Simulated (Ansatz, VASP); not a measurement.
## InSb in VASP and in Ansatz

File INCAR:

```
SYSTEM = InSb
  PREC = Accurate
  ENCUT = 520
  EDIFF = 1E-7
  ISMEAR = 0
  SIGMA = 0.15
  LREAL = .False.
  LASPH = .True.
  NELM = 60
  ALGO = Normal
  ISIF = 2
  LWAVE = .False.
  LCHARG = .False.
  GGA = PE
  NBANDS = 16
```

KPOINTS

```
Automatic mesh
0
Gamma
  14 14 14
  0 0 0
```

POSCAR

```
InSb
1.0
    0.0000000000      3.3245985857      2.7713853811
    3.3245985857      0.0000000000      2.7713853811
    3.3245985857      3.3245985857      0.0000000000
In Sb
1 1
Direct
    0.0000000000      0.0000000000      0.0000000000
    0.5000000000      0.5000000000      0.5000000000
```

Input for Ansatz:

```yaml
crystal:
  lattice:
    - [0.0, 3.3245985857, 2.7713853811]
    - [3.3245985857, 0.0, 2.7713853811]
    - [3.3245985857, 3.3245985857, 0.0]
  atoms:
    - { symbol: In, position: [0.0, 0.0, 0.0] }
    - { symbol: Sb, position: [0.5, 0.5, 0.5] }
basis:
  ecutwfc: 420
kpoints:
  mp_grid: { grid: [14, 14, 14] }
hamiltonian:
  xc: pbe
  pseudopotentials: { kind: paw, azcp: { folder: soft_1 } }
scf:
  occupations: { method: gaussian, width: 0.15 }
output:
  forces: true
  stress: true
  eigenvalues: true
```

Alike in both runs: task single point; functional PBE; k mesh 14 × 14 × 14; occupations gaussian, width 0.15 eV; no spin polarisation.

```csv
,VASP,Ansatz
version,VASP 6.6.1,Ansatz 0.2.0
potentials or method,"VASP PAW PBE potentials, release 64 (In_d, Sb), cutoff 520 eV","scalar-relativistic, plane waves, PAW"
valence electrons in the cell,18,28
```

Ansatz gave:

* gap on the k mesh at the Fermi level (eV): none
* pressure (GPa): 1.4
* traceless stress, the component that is largest in VASP (GPa): 11.26

What did VASP give for the same quantities?

gap on the k mesh at the Fermi level (eV): none; pressure (GPa): 1.4; traceless stress, the component that is largest in VASP (GPa): 11.23.

A gap of «none» marks a metal or a gap that the smearing closes. VASP's potentials hold 18 valence electrons a cell and Ansatz's 28, so a difference there can come from the potentials and not from the codes.

Spin-orbit coupling is off throughout.
